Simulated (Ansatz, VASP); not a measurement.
Se in VASP and in Ansatz

INCAR

```
  PREC = Accurate
  ENCUT = 520
  EDIFF = 1E-7
  ISMEAR = 0
  SIGMA = 0.05
  LREAL = False
  LASPH = True
  NELM = 60
  ALGO = Normal
  ISIF = 2
  LWAVE = False
  LCHARG = False
  GGA = PE
  IVDW = 12
  NBANDS = 16
```

File KPOINTS:

```
Automatic mesh
0
Gamma
  9 9 8
```

Contents of POSCAR:

```
Se
1.0
    4.0025012891      0.0000000000      0.0000000000
   -2.0012506446      3.4662677951      0.0000000000
    0.0000000000      0.0000000000      5.2973104561
Se
3
Direct
    0.2166185459      0.0000000000      0.3333333333
    0.0000000000      0.2166185459      0.6666666667
    0.7833814541      0.7833814541      0.0000000000
```

Input for Ansatz:

```yaml
crystal:
  lattice:
    - [4.0025012891, 0.0, 0.0]
    - [-2.0012506446, 3.4662677951, 0.0]
    - [0.0, 0.0, 5.2973104561]
  atoms:
    - { symbol: Se, position: [0.2166185459, 0.0, 0.3333333333] }
    - { symbol: Se, position: [0.0, 0.2166185459, 0.6666666667] }
    - { symbol: Se, position: [0.7833814541, 0.7833814541, 0.0] }
basis:
  ecutwfc: 420
kpoints:
  mp_grid: { grid: [9, 9, 8] }
hamiltonian:
  xc: pbe
  dispersion: d3bj
scf:
  occupations: { method: gaussian, width: 0.05 }
output:
  forces: true
  stress: true
  eigenvalues: true
```

Alike in both runs: task single point; functional PBE; dispersion D3(BJ); k mesh 9 × 9 × 8; occupations gaussian, width 0.05 eV; no spin polarisation.

```csv
,VASP,Ansatz
version,VASP 6.6.1,Ansatz 0.2.0
potentials or method,"VASP PAW PBE potentials, release 64 (Se), cutoff 520 eV","scalar-relativistic, plane waves, PAW"
valence electrons in the cell,18,48
```

|  | VASP | Ansatz | Ansatz less VASP |
| --- | --- | --- | --- |
| gap on the k mesh at the Fermi level (eV) | none | none | - |
| pressure (GPa) | 6.0 | 5.8 | -0.20 |
| traceless stress, the component that is largest in VASP (GPa) | 1.26 | 1.11 | -0.148 |
| rms of the force components (eV/Å) | 1.003 | 0.980 | -0.0235 |

Atom by atom the forces differ by 0.024 eV/Å (rms over components). A gap of «none» marks a metal or a gap that the smearing closes. VASP's potentials hold 18 valence electrons a cell and Ansatz's 48, so a difference there can come from the potentials and not from the codes.
